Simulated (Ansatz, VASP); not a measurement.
**Zn in VASP and in Ansatz**

The input INCAR:

```
SYSTEM = Zn
ALGO     = Fast           ! electronic algorithm
EDIFF    = 1E-6           ! SCF threshold, eV
ENCUT    = 520            ! plane-wave cutoff, eV
GGA      = PE             ! functional
ISIF     = 2              ! what is computed and relaxed
ISMEAR   = 0              ! smearing method
LASPH    = .TRUE.         ! aspherical terms in the spheres
LCHARG   = .FALSE.        ! write CHGCAR
LREAL    = .FALSE.        ! projectors in reciprocal space
LWAVE    = .FALSE.        ! write WAVECAR
NBANDS   = 19             ! bands
NELM     = 60             ! most SCF steps
PREC     = Accurate       ! precision mode
SIGMA    = 0.15           ! smearing width, eV
```

KPOINTS

```
k-points
0
G
  24 24 10
  0 0 0
```

File POSCAR:

```
Zn
1.0
    2.6647980532      0.0000000000      0.0000000000
   -1.3323990266      2.3077828100      0.0000000000
    0.0000000000      0.0000000000      4.9467000000
Zn
2
Direct
    0.3391386715      0.7533299346      0.2500000000
    0.6666666667      0.3333333333      0.7500000000
```

Input for Ansatz:

```yaml
crystal:
  lattice:
    - [2.6647980532, 0.0, 0.0]
    - [-1.3323990266, 2.30778281, 0.0]
    - [0.0, 0.0, 4.9467]
  atoms:
    - { symbol: Zn, position: [0.3391386715, 0.7533299346, 0.25] }
    - { symbol: Zn, position: [0.6666666667, 0.3333333333, 0.75] }
basis:
  ecutwfc: 420
kpoints:
  mp_grid: { grid: [24, 24, 10] }
hamiltonian:
  xc: pbe
scf:
  occupations: { method: gaussian, width: 0.15 }
output:
  forces: true
  stress: true
  eigenvalues: true
```

Alike in both runs: task single point; functional PBE; k mesh 24 × 24 × 10; occupations gaussian, width 0.15 eV; no spin polarisation.

|  | VASP | Ansatz |
| --- | --- | --- |
| version | VASP 6.6.1 | Ansatz 0.2.0 |
| potentials or method | VASP PAW PBE potentials, release 64 (Zn), cutoff 520 eV | scalar-relativistic, plane waves, PAW |
| valence electrons in the cell | 24 | 24 |

```tsv
	VASP	Ansatz	Ansatz less VASP
gap on the k mesh at the Fermi level (eV)	none	none	-
pressure (GPa)	0.4	-0.1	-0.48
traceless stress, the component that is largest in VASP (GPa)	1.45	1.58	+0.129
rms of the force components (eV/Å)	0.070	0.070	-0.0009
```

Atom by atom the forces differ by 0.001 eV/Å (rms over components). A gap of «none» marks a metal or a gap that the smearing closes. The functional is the same, so the differences come from potentials, cutoffs and numerics.
